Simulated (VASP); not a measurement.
Write the native input for VASP 6.6.1 that does the following.

* Task: single point
* Functional: r2SCAN
* Dispersion: D3(BJ)
* Potentials or basis: VASP PAW PBE potentials, release 64 (O, H, N)
* Cutoff: 520 eV
* k mesh: 1 × 1 × 1
* Occupations: fermi-dirac, width 0.02 eV
* Spin: no spin polarisation
* Dipole correction: no
* Further INCAR settings: LREAL = Auto; ALGO = Normal; EDIFF = 1e-06; NBANDS = 34

H11NO4:

```
O H N
1.0
     5.23054    0.00000    0.00000
     0.00000    5.23054    0.00000
     0.00000    0.00000    5.23054
O H N
4 11 1
Cartesian
  0.4876 4.2056 3.8023
  1.7414 2.4145 0.4133
  4.9803 0.7829 2.1741
  3.1070 2.7453 2.7923
  1.1955 3.9165 4.4333
  -0.3490 4.1353 4.3466
  2.2081 2.6543 1.2750
  1.0275 1.8299 0.7054
  4.8208 0.3628 1.3396
  5.4006 0.0844 2.8141
  3.8751 2.1684 2.7192
  2.3730 2.2829 3.2467
  2.9347 4.7919 5.8417
  3.2442 6.1134 4.8849
  3.0260 4.6677 4.1743
  3.4299 5.1143 5.0286
```

One way to write it, as run:

POSCAR

```
H11NO4
1.0
    5.2305400000      0.0000000000      0.0000000000
    0.0000000000      5.2305400000      0.0000000000
    0.0000000000      0.0000000000      5.2305400000
O H N
4 11 1
Direct
    0.0932217324      0.8040470009      0.7269421513
    0.3329292960      0.4616158179      0.0790166981
    0.9521579034      0.1496786183      0.4156549802
    0.5940113258      0.5248597659      0.5338454538
    0.2285614870      0.7487754610      0.8475797910
   -0.0667235123      0.7906067060      0.8310040646
    0.4221552650      0.5074619447      0.2437606825
    0.1964424323      0.3498491552      0.1348617925
    0.9216639200      0.0693618632      0.2561112237
    1.0325128954      0.0161360013      0.5380132835
    0.7408604083      0.4145652265      0.5198698414
    0.4536816466      0.4364558917      0.6207198492
    0.5610701763      0.9161386778      1.1168445323
    0.6202418871      1.1687894558      0.9339188688
    0.5785253530      0.8923935196      0.7980629151
    0.6557449135      0.9777766732      0.9613921316
```

INCAR.step1

```
SYSTEM = H11NO4
PREC = Accurate
ENCUT = 520
ISMEAR = -1
SIGMA = 0.02
LREAL = Auto
LASPH = .True.
NELM = 100
NBANDS = 34
GGA = PE
ALGO = Normal
EDIFF = 1E-4
LWAVE = .True.
LCHARG = .False.
```

INCAR.step2

```
SYSTEM = H11NO4
PREC = Accurate
ENCUT = 520
EDIFF = 1E-6
ISMEAR = -1
SIGMA = 0.02
LREAL = Auto
LASPH = .True.
NELM = 100
ALGO = Normal
ISIF = 2
LWAVE = .False.
LCHARG = .True.
METAGGA = R2SCAN
LMIXTAU = .True.
IVDW = 12
VDW_S6 = 1.0
VDW_S8 = 0.78981345
VDW_A1 = 0.49484001
VDW_A2 = 5.73083694
LELF = .True.
LVHAR = .True.
NBANDS = 34
ISTART = 1
```

KPOINTS

```
regular mesh
0
Gamma
  1 1 1
  0 0 0
```

Potentials or basis: VASP PAW PBE potentials, release 64 (O, H, N).

Launch:

```sh
$ cat potpaw_PBE.64/O/POTCAR potpaw_PBE.64/H/POTCAR potpaw_PBE.64/N/POTCAR > POTCAR
$ cp INCAR.step1 INCAR
$ mpirun -np 1 vasp_gam > vasp.out
$ cp INCAR.step2 INCAR
$ mpirun -np 1 vasp_gam > vasp.out
```

Results of the run:

```yaml
Pressure: -1.6 GPa
Largest_force: 1.757 eV/Å
Dispersion_energy_per_atom: -0.019 eV
```

Caveat: the k points lie up to 1.20 Å⁻¹ apart; the PAW data sets were made with another functional, which shifts forces and pressure a little.

It took 42 s on 1 thread of AMD EPYC 7R13 Processor (Zen 3), on a shared host, peak memory 0.22 GiB.
